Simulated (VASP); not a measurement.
# SrAlH3 in VASP: further runs, part 2 of 2

VASP 6.6.1.

## 3. Single point, PBE

Input file INCAR:

```
SYSTEM = SrAlH3
PREC = Accurate
ENCUT = 500
EDIFF = 1E-6
ISMEAR = -1
SIGMA = 0.1
LREAL = .False.
LASPH = .True.
NELM = 120
ALGO = Normal
ISIF = 2
LWAVE = .False.
LCHARG = .True.
GGA = PE
LELF = .True.
LVHAR = .True.
NBANDS = 16
GGA_COMPAT = .False.
```

Input file KPOINTS:

```
Automatic mesh
0
Gamma
  5 5 5
  0 0 0
```

Input file POSCAR:

```
SrAlH3
1.0
    4.5854620000      0.0000000000      0.0000000000
    0.0000000000      4.5854620000      0.0000000000
    0.0000000000      0.0000000000      4.5854620000
Sr Al H
1 1 3
Direct
    0.5000000000      0.5000000000      0.5000000000
    0.0000000000      0.0000000000      0.0000000000
    0.0000000000      0.5000000000      0.5000000000
    0.5000000000      0.5000000000     -0.0218080534
    0.5000000000      0.0000000000      0.5000000000
```

Potentials or basis: VASP PAW PBE potentials, release 64 (Sr_sv, Al, H).

The run is started by

```
cat potpaw_PBE.64/Sr_sv/POTCAR potpaw_PBE.64/Al/POTCAR potpaw_PBE.64/H/POTCAR > POTCAR
mpirun -np 1 vasp_std > vasp.out
```

OUTCAR:

```text
SYSTEM = SrAlH3
   PREC = Accurate
   ENCUT = 500
   EDIFF = 1E-6
   ISMEAR = -1
   LREAL = .False.
   LASPH = .True.
   NELM = 120
   ISIF = 2
   GGA = PE

 ion  position               nearest neighbor table
   1  0.500  0.500  0.500-   4 2.19   3 2.29   5 2.29   5 2.29   3 2.29   4 2.39   2 3.97   2 3.97
                             2 3.97   2 3.97   2 3.97   2 3.97   2 3.97   2 3.97
   2  0.000  0.000  0.000-   1 3.97   1 3.97   1 3.97   1 3.97   1 3.97   1 3.97   1 3.97   1 3.97

   3  0.000  0.500  0.500-   1 2.29   1 2.29
   4  0.500  0.500  0.978-   1 2.19   1 2.39
   5  0.500  0.000  0.500-   1 2.29   1 2.29

  LATTYP: Found a simple cubic cell.
 ALAT       =     4.5854620000

  Lattice vectors:

 A1 = (   4.5854620000,   0.0000000000,   0.0000000000)
 A2 = (   0.0000000000,   4.5854620000,   0.0000000000)
 A3 = (   0.0000000000,   0.0000000000,   4.5854620000)

Analysis of symmetry for initial positions (statically):
=====================================================================
 Subroutine PRICEL returns:
 Original cell was already a primitive cell.

 Routine SETGRP: Setting up the symmetry group for a
 simple cubic supercell.

 Subroutine GETGRP returns: Found  8 space group operations
 (whereof  8 operations were pure point group operations)
 out of a pool of 48 trial point group operations.

The static configuration has the point symmetry C_4v.

Analysis of symmetry for dynamics (positions and initial velocities):
=====================================================================
 Subroutine PRICEL returns:
 Original cell was already a primitive cell.

 Routine SETGRP: Setting up the symmetry group for a
 simple cubic supercell.

 Subroutine GETGRP returns: Found  8 space group operations
 (whereof  8 operations were pure point group operations)
 out of a pool of 48 trial point group operations.

The dynamic configuration has the point symmetry C_4v.

 Subroutine INISYM returns: Found  8 space group operations
 (whereof  8 operations are pure point group operations),
 and found     1 'primitive' translations

----------------------------------------------------------------------------------------

                                     Primitive cell

  volume of cell :      96.4160

  direct lattice vectors                    reciprocal lattice vectors
     4.585462000  0.000000000  0.000000000     0.218080534  0.000000000  0.000000000
     0.000000000  4.585462000  0.000000000     0.000000000  0.218080534  0.000000000
     0.000000000  0.000000000  4.585462000     0.000000000  0.000000000  0.218080534

  length of vectors
     4.585462000  4.585462000  4.585462000     0.218080534  0.218080534  0.218080534

  position of ions in fractional coordinates (direct lattice)
     0.500000000  0.500000000  0.500000000
     0.000000000  0.000000000  0.000000000
     0.000000000  0.500000000  0.500000000
     0.500000000  0.500000000  0.978191947
     0.500000000  0.000000000  0.500000000

  ion indices of the primitive-cell ions
   primitive index   ion index
                 1           1
                 2           2
                 3           3
[... 26 lines left out ...]

 Found     18 irreducible k-points:

 Following reciprocal coordinates:
            Coordinates               Weight
  0.000000  0.000000  0.000000      1.000000
  0.200000  0.000000  0.000000      4.000000
  0.000000  0.000000  0.200000      2.000000
  0.400000  0.000000  0.000000      4.000000
  0.000000  0.000000  0.400000      2.000000
  0.200000  0.200000  0.000000      4.000000
[... 10 lines left out ...]
  0.200000  0.400000  0.400000     16.000000
  0.400000  0.400000  0.400000      8.000000
   k-points           NKPTS =     18   k-points in BZ     NKDIM =     18   number of bands    NBANDS=     16
   number of dos      NEDOS =    301   number of ions     NIONS =      5
   total plane-waves  NPLWV =  46656
   dimension x,y,z NGX =    36 NGY =   36 NGZ =   36
   dimension x,y,z NGXF=    72 NGYF=   72 NGZF=   72
   ions per type =               1   1   3
   NGX,Y,Z   is equivalent  to a cutoff of  13.05, 13.05, 13.05 a.u.
   NGXF,Y,Z  is equivalent  to a cutoff of  26.10, 26.10, 26.10 a.u.
 SYSTEM =  SrAlH3
   PREC   = accura    normal or accurate (medium, high low for compatibility)
   ISTART =      0    job   : 0-new  1-cont  2-samecut
   ICHARG =      2    charge: 1-file 2-atom 10-const
   ISPIN  =      1    spin polarized calculation?
   LNONCOLLINEAR =      F non collinear calculations
   LSORBIT =      F    spin-orbit coupling
   LASPH  =      T    aspherical Exc in radial PAW
   ENCUT  =  500.0 eV  36.75 Ry    6.06 a.u.   8.36  8.36  8.36*2*pi/ulx,y,z
   NELM   =    120;   NELMIN=  2; NELMDL= -5     # of ELM steps
   EDIFF  = 0.1E-05   stopping-criterion for ELM
   LREAL  =      F    real-space projection
   EDIFFG = 0.1E-04   stopping-criterion for IOM
   NSW    =      0    number of steps for IOM
   IBRION =     -1    ionic relax: 0-MD 1-quasi-New 2-CG
   NFREE  =      0    steps in history (QN), initial steepest desc. (CG)
   ISIF   =      2    stress and relaxation
   ISYM   =      2    0-nonsym 1-usesym 2-fastsym
   POTIM  = 0.5000    time-step for ionic-motion
   TEBEG  =    0.0;   TEEND  =   0.0 temperature during run
   PSTRESS=    0.0 pullay stress
   NELECT =      16.0000    total number of electrons
   NUPDOWN=      -1.0000    fix difference up-down
   EMIN   =  10.00;   EMAX   =-10.00  energy-range for DOS
   EFERMI =   0.00;   METHOD = LEGACY
   ISMEAR =    -1;   SIGMA  =   0.10  broadening in eV -4-tet -1-fermi 0-gaus
   EFERMI_NEDOS =   21; number of points for ismear=-14 and -15
   IALGO  =     38    algorithm
   IMIX   =      4    mixing-type and parameters
     AMIX     =   0.40;   BMIX     =  1.00
     AMIX_MAG =   1.60;   BMIX_MAG =  1.00
  volume/ion in A,a.u.               =      19.28       130.13
  Fermi-wavevector in a.u.,A,eV,Ry     =   0.899632  1.700059 11.011717  0.809338
  Thomas-Fermi vector in A             =   2.022490
   LORBIT       =      0    0 simple, 1 ext, 2 COOP (PROOUT), +10 PAW based schemes
   GGA     = PE    functional components
   LHFCALC =     F    Hartree Fock is set to
   AEXX    =    0.0000 exact exchange contribution
   IVDW    =     0    specifies the selected vdW correction
   LEPSILON=     F    determine dielectric tensor
   LRPA    =     F    only Hartree local field effects (RPA)
 non-spin polarized calculation
  energy-cutoff  :      500.00
  volume of cell :       96.42
 maximum number of plane-waves:      2473
 NGX is ok and might be reduce to    36
   NGX = 17   NGY = 17   NGZ = 17

 number of electron      16.0000002 magnetization

 Free energy of the ion-electron system (eV)
  ---------------------------------------------------
  ext. energy  EPLUGINS =         0.00000000
  ---------------------------------------------------
  free energy    TOTEN  =       -13.90854980 eV

  energy without entropy =      -13.90146050  energy(sigma->0) =      -13.90500515

 E-fermi :   0.5032     XC(G=0):  -7.7143

 val. band max:        0.2712582598   @ k =   0.4000   0.0000   0.0000
 cond. band min:       0.8347422480   @ k =   0.4000   0.4000   0.4000
 fundamental gap:      0.5634839882
 Fermi energy:         0.5031852985

 k-point     1 :       0.0000    0.0000    0.0000
  band No.  band energies     occupation
      1     -33.2117      2.00000
      2     -15.2824      2.00000
      3     -15.2750      2.00000
      4     -15.2750      2.00000
      5      -5.1731      2.00000
      6      -1.5229      2.00000
[... 319 lines left out ...]
      3     -15.3756      2.00000
      4     -15.3751      2.00000
      5      -2.7919      2.00000
      6      -1.0849      2.00000
[... 8 lines left out ...]
     15       7.0404      0.00000
     16       7.5960      0.00000

------------------------ aborting loop because EDIFF is reached ----------------------------------------

  FORCE on cell =-STRESS in cart. coord.  units (eV):
  Direction    XX          YY          ZZ          XY          YZ          ZX
  --------------------------------------------------------------------------------------
  -------------------------------------------------------------------------------------
  Total        0.0522266      0.0522266      0.2163056      0.0000000      0.0000000      0.0000000
  in kB        0.8678665      0.8678665      3.5944219      0.0000000      0.0000000      0.0000000
  external PRESSURE =       1.7767183 kB  Pullay stress =       0.0000000 kB

 VOLUME and BASIS-vectors are now :
 -----------------------------------------------------------------------------
  energy-cutoff  :      500.00
  volume of cell :       96.42
      direct lattice vectors                 reciprocal lattice vectors
     4.585462000  0.000000000  0.000000000     0.218080534  0.000000000  0.000000000
     0.000000000  4.585462000  0.000000000     0.000000000  0.218080534  0.000000000
     0.000000000  0.000000000  4.585462000     0.000000000  0.000000000  0.218080534

 POSITION                                       TOTAL-FORCE (eV/Angst)
 -----------------------------------------------------------------------------------
      2.29273      2.29273      2.29273        -0.000000     -0.000000     -0.581001
      0.00000      0.00000      0.00000         0.000000      0.000000     -0.023859
      0.00000      2.29273      2.29273         0.000000      0.000000     -0.013285
      2.29273      2.29273      4.48546         0.000000      0.000000      0.631430
      2.29273      0.00000      2.29273         0.000000      0.000000     -0.013285
 -----------------------------------------------------------------------------------
    total drift:                                0.000000      0.000000      0.000006

  FREE ENERGIE OF THE ION-ELECTRON SYSTEM (eV)
  ---------------------------------------------------
  free  energy   TOTEN  =       -13.9085497954 eV

  energy  without entropy=      -13.9014605000  energy(sigma->0) =      -13.90500515
```

stdout:

```text
POSCAR found type information on POSCAR SrAlH
 POSCAR found :  3 types and       5 ions
 scaLAPACK will be used
 LDA part: xc-table for (Slater+PW92), standard interpolation
 POSCAR, INCAR and KPOINTS ok, starting setup
 FFT: planning ... GRIDC
 FFT: planning ... GRID_SOFT
 FFT: planning ... GRID
 WAVECAR not read
 entering main loop
```

Run time: 50 s. Hardware: 1 thread of Intel Xeon 8259CL, shared host; peak memory 0.21 GiB.

What came out:

| Item | Value |
| --- | --- |
| Free energy | -13.9085 eV |
| Pressure | 0.2 GPa |
| Largest force | 0.631 eV/Å |
| Band gap on the k mesh | 0.56 eV, indirect (least direct gap 1.61 eV) |

Forces on the atoms (eV/Å):
```
Sr   0.000  0.000 -0.581
Al   0.000  0.000 -0.024
H    0.000  0.000 -0.013
H    0.000  0.000  0.631
H    0.000  0.000 -0.013
```

Stress tensor (GPa, compression positive):
```
0.09 0.00 0.00
0.00 0.09 0.00
0.00 0.00 0.36
```

A k mesh can miss the band edges.

## 4. Single point, PBE

Input file INCAR:

```
ALGO = Normal
EDIFF = 1E-6
ENCUT = 500
GGA = PE
GGA_COMPAT = F
ISIF = 2
ISMEAR = -1
LASPH = T
LCHARG = F
LREAL = F
LWAVE = F
NBANDS = 16
NELM = 120
PREC = Accurate
SIGMA = 0.1
```

Input file KPOINTS:

```
k-points
0
Gamma
  5 5 5
```

Edit POSCAR of step 3 so:

```diff
@@ -11,3 +11,3 @@
     0.0000000000      0.5000000000      0.5000000000
-    0.5000000000      0.5000000000     -0.0218080534
+    0.5000000000      0.5000000000      0.0218080534
     0.5000000000      0.0000000000      0.5000000000
```

Potentials or basis: VASP PAW PBE potentials, release 64 (Sr_sv, Al, H).

The run is started by

```
cat potpaw_PBE.64/Sr_sv/POTCAR potpaw_PBE.64/Al/POTCAR potpaw_PBE.64/H/POTCAR > POTCAR
mpirun -np 1 vasp_std > vasp.out
```

OUTCAR:

```text
EDIFF = 1E-6
   ENCUT = 500
   GGA = PE
   ISIF = 2
   ISMEAR = -1
   LASPH = T
   LREAL = F
   NELM = 120
   PREC = Accurate

 ion  position               nearest neighbor table
   1  0.500  0.500  0.500-   4 2.19   3 2.29   5 2.29   5 2.29   3 2.29   4 2.39   2 3.97   2 3.97
                             2 3.97   2 3.97   2 3.97   2 3.97   2 3.97   2 3.97
   2  0.000  0.000  0.000-   1 3.97   1 3.97   1 3.97   1 3.97   1 3.97   1 3.97   1 3.97   1 3.97

[... 539 lines left out ...]
  --------------------------------------------------------------------------------------
  -------------------------------------------------------------------------------------
  Total        0.0522544      0.0522544      0.2163362      0.0000000      0.0000000      0.0000000
  in kB        0.8683293      0.8683293      3.5949311      0.0000000      0.0000000      0.0000000
  external PRESSURE =       1.7771966 kB  Pullay stress =       0.0000000 kB

 VOLUME and BASIS-vectors are now :
 -----------------------------------------------------------------------------
  energy-cutoff  :      500.00
  volume of cell :       96.42
      direct lattice vectors                 reciprocal lattice vectors
     4.585462000  0.000000000  0.000000000     0.218080534  0.000000000  0.000000000
     0.000000000  4.585462000  0.000000000     0.000000000  0.218080534  0.000000000
     0.000000000  0.000000000  4.585462000     0.000000000  0.000000000  0.218080534

 POSITION                                       TOTAL-FORCE (eV/Angst)
 -----------------------------------------------------------------------------------
      2.29273      2.29273      2.29273         0.000000      0.000000      0.581002
      0.00000      0.00000      0.00000         0.000000     -0.000000      0.023858
      0.00000      2.29273      2.29273         0.000000     -0.000000      0.013283
      2.29273      2.29273      0.10000        -0.000000     -0.000000     -0.631425
      2.29273      0.00000      2.29273         0.000000     -0.000000      0.013283
 -----------------------------------------------------------------------------------
    total drift:                                0.000000      0.000000      0.000002

  FREE ENERGIE OF THE ION-ELECTRON SYSTEM (eV)
  ---------------------------------------------------
  free  energy   TOTEN  =       -13.9085498001 eV

  energy  without entropy=      -13.9014607128  energy(sigma->0) =      -13.90500526
```

OSZICAR:

```text
N       E                     dE             d eps       ncg     rms          rms(c)
DAV:   1     0.518764415431E+02    0.51876E+02   -0.60419E+03   584   0.756E+02
DAV:   2    -0.115146289525E+02   -0.63391E+02   -0.58314E+02   784   0.166E+02
DAV:   3    -0.161570886763E+02   -0.46425E+01   -0.46267E+01  1032   0.365E+01
DAV:   4    -0.162313703746E+02   -0.74282E-01   -0.74271E-01   784   0.410E+00
DAV:   5    -0.162329295588E+02   -0.15592E-02   -0.15592E-02   880   0.525E-01    0.244E+01
DAV:   6    -0.142694576738E+02    0.19635E+01   -0.10148E+00   736   0.546E+00    0.145E+01
DAV:   7    -0.139726803373E+02    0.29678E+00   -0.18248E+00   736   0.680E+00    0.205E+00
DAV:   8    -0.140096355575E+02   -0.36955E-01   -0.59193E-01   632   0.354E+00    0.281E+00
DAV:   9    -0.139066884128E+02    0.10295E+00   -0.98481E-02   656   0.177E+00    0.674E-01
DAV:  10    -0.139075732879E+02   -0.88488E-03   -0.18129E-02   656   0.609E-01    0.598E-01
DAV:  11    -0.139084662502E+02   -0.89296E-03   -0.11668E-03   816   0.191E-01    0.289E-01
DAV:  12    -0.139085106624E+02   -0.44412E-04   -0.12099E-04   688   0.584E-02    0.683E-02
DAV:  13    -0.139085369440E+02   -0.26282E-04   -0.17824E-05   752   0.220E-02    0.335E-02
DAV:  14    -0.139085499745E+02   -0.13031E-04   -0.20686E-05   592   0.225E-02    0.137E-02
DAV:  15    -0.139085498001E+02    0.17436E-06   -0.16430E-06   640   0.611E-03
   1 F= -.13908550E+02 E0= -.13905005E+02  d E =-.708909E-02
```

Wall time 50 s (1 thread of Intel Xeon 8259CL, shared host); peak memory 0.22 GiB.

What came out:

```
Free energy            : -13.9085 eV
Pressure               : 0.2 GPa
Largest force          : 0.631 eV/Å
Band gap on the k mesh : 0.56 eV, indirect (least direct gap 1.61 eV)
```

Forces on the atoms (eV/Å):
```
Sr   0.000  0.000  0.581
Al   0.000  0.000  0.024
H    0.000  0.000  0.013
H    0.000  0.000 -0.631
H    0.000  0.000  0.013
```

Stress tensor (GPa, compression positive):
```
0.09 0.00 0.00
0.00 0.09 0.00
0.00 0.00 0.36
```

Levels at points of the mesh, in eV from the valence-band top:
```
           k point  band 6  band 7  band 8  band 9  band 10  band 11
(0.00, 0.00, 0.00)   -1.79   -1.79   -0.19    2.35     2.35     2.35
```
